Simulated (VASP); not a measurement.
Set up this calculation in VASP 6.6.1, as the native input.

```
Task                    : single point
Functional              : PBE
Potentials or basis     : VASP PAW PBE potentials, release 64 (S)
Cutoff                  : 520 eV
k mesh                  : 16 × 16 × 14
Occupations             : fermi-dirac, width 0.08 eV
Spin                    : no spin polarisation
Dipole correction       : no
k mesh for the DOS      : 24 × 24 × 21
Occupations for the DOS : tetrahedron
Further INCAR settings  : ALGO = Normal; EDIFF = 1e-06
```

S:

```
CELL_PARAMETERS angstrom
4.16242 0.00000 0.00000
-2.08121 3.60476 0.00000
0.00000 0.00000 2.12541
ATOMIC_POSITIONS crystal
S 0.00000 0.00000 0.00000
```

This isn't the form of S at room conditions, which is orthorhombic, of S8 rings.

One way to write it, as run:

POSCAR

```
S
1.0
    4.1624194044      0.0000000000      0.0000000000
   -2.0812097022      3.6047609454      0.0000000000
    0.0000000000      0.0000000000      2.1254140427
S
1
Direct
    0.0000000000      0.0000000000      0.0000000000
```

INCAR.step1

```
PREC = Accurate ; ENCUT = 520
EDIFF = 1E-6 ; ISMEAR = -1
SIGMA = 0.08 ; LREAL = F
LASPH = T ; NELM = 100
ALGO = Normal ; ISIF = 2
LWAVE = F ; LCHARG = T
GGA = PE ; NBANDS = 9
```

KPOINTS.step1

```
Automatic mesh
0
Gamma
  16 16 14
```

INCAR.step2

```
PREC = Accurate ; ENCUT = 520
EDIFF = 1E-6 ; ISMEAR = -5
SIGMA = 0.08 ; LREAL = F
LASPH = T ; NELM = 100
ALGO = Normal ; ISIF = 2
LWAVE = F ; LCHARG = F
GGA = PE ; LORBIT = 11
NEDOS = 2001 ; ICHARG = 11
```

KPOINTS.step2

```
Automatic mesh
0
Gamma
  24 24 21
```

Potentials or basis: VASP PAW PBE potentials, release 64 (S).

Run with:

```sh
$ cat potpaw_PBE.64/S/POTCAR > POTCAR
$ cp INCAR.step1 INCAR
$ cp KPOINTS.step1 KPOINTS
$ mpirun -np 1 vasp_std > vasp.out
$ cp INCAR.step2 INCAR
$ cp KPOINTS.step2 KPOINTS
$ mpirun -np 1 vasp_std > vasp.out
```

Results of the run:

```yaml
Valence_electrons_inside_the_program's_atomic_spheres: S 3.56
```

It took 72 s on 1 thread of Intel(R) Xeon(R) Platinum 8375C CPU @ 2.90GHz (Ice Lake), with other jobs on the host, peak memory 0.25 GiB.
